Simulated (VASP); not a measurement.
**MnRh: relaxation of cell and atoms with LDA**

MnRh:

```
CELL_PARAMETERS angstrom
3.04400 0.00000 0.00000
0.00000 3.04400 0.00000
0.00000 0.00000 3.04400
ATOMIC_POSITIONS crystal
Mn 0.00000 0.00000 0.00000
Rh 0.50000 0.50000 0.50000
```

```
Program                : VASP 6.6.1
Task                   : relaxation of cell and atoms
Functional             : LDA
Potentials or basis    : VASP PAW LDA potentials, release 64 (Mn_pv, Rh_pv)
Cutoff                 : 500 eV
k mesh                 : 6 × 6 × 6
Occupations            : gaussian, width 0.1 eV
Spin                   : collinear spin, ferromagnetic start
Starting moments       : [3.72, 0.69] μB
Dipole correction      : no
Further INCAR settings : ALGO = Normal; EDIFF = 1e-07; IBRION = 2; EDIFFG = -0.05; NSW = 100; ISIF = 3
```

- Relaxed volume: 12.90 Å³/atom
- Relaxed cell: a = 2.955 Å, b = 2.955 Å, c = 2.955 Å, α = 90.00°, β = 90.00°, γ = 90.00°
- Space group after relaxing (to 0.1 Å): Pm-3m (No. 221)
- Energy gained by relaxing: 67.9 meV/atom
- Ionic steps: 4
- Pressure after relaxing: -0.2 GPa
- Band gap on the k mesh: zero (filled and empty bands overlap)
- Net moment: 3.97 μB per cell
- Site moments: Mn +3.19; Rh +0.69 μB
- Valence electrons inside the program's atomic spheres: Mn 11.72; Rh 13.91

Step by step:
| step | energy change (eV) | largest force (eV/Å) | pressure (GPa) | volume (Å³) |
| --- | --- | --- | --- | --- |
| 1 | 0.0000 | 0.0000 | -16.53 | 28.21 |
| 2 | 0.1992 | 0.0000 | 37.97 | 22.67 |
| 3 | -0.1354 | 0.0000 | -0.99 | 25.89 |
| 4 | -0.1358 | 0.0000 | -0.21 | 25.79 |

Final structure:
```
Mn Rh
1.0
     2.95457    0.00000    0.00000
     0.00000    2.95457    0.00000
     0.00000    0.00000    2.95457
Mn Rh
1 1
Direct
  0.00000 0.00000 0.00000
  0.50000 0.50000 0.50000
```

Levels at points of the mesh, in eV from the Fermi level:
Spin up:
```tsv
k point	band 12	band 13	band 14	band 15	band 16	band 17	band 18	band 19	band 20
(0.00, 0.00, 0.00)	-2.92	-1.02	-1.02	0.39	0.39	0.39	8.95	8.95	8.95
(0.50, 0.00, 0.00)	-2.65	-2.08	-2.08	-1.40	-1.33	0.12	1.04	14.86	16.35
(0.50, 0.50, 0.00)	-0.97	-0.91	-0.46	0.42	0.42	0.75	0.75	7.77	8.72
(0.50, 0.50, 0.50)	-3.25	-0.87	-0.87	-0.38	-0.38	8.45	8.45	8.45	8.47
```
Spin down:
```tsv
k point	band 10	band 11	band 12	band 13	band 14	band 15
(0.00, 0.00, 0.00)	-1.81	-1.81	-1.81	1.22	1.22	2.43
(0.50, 0.00, 0.00)	-2.25	-2.25	-0.94	-0.71	0.39	0.39
(0.50, 0.50, 0.00)	-3.29	0.18	0.65	0.90	0.90	1.46
(0.50, 0.50, 0.50)	-1.29	-1.29	-1.29	0.26	0.26	2.22
```

Wall time 38 s on 1 thread of Intel(R) Xeon(R) Platinum 8375C CPU @ 2.90GHz (Ice Lake), with other jobs on the host, peak memory 0.15 GiB.

LDA usually gives volumes a few per cent too small. Zero-point motion and thermal expansion aren't in these numbers.
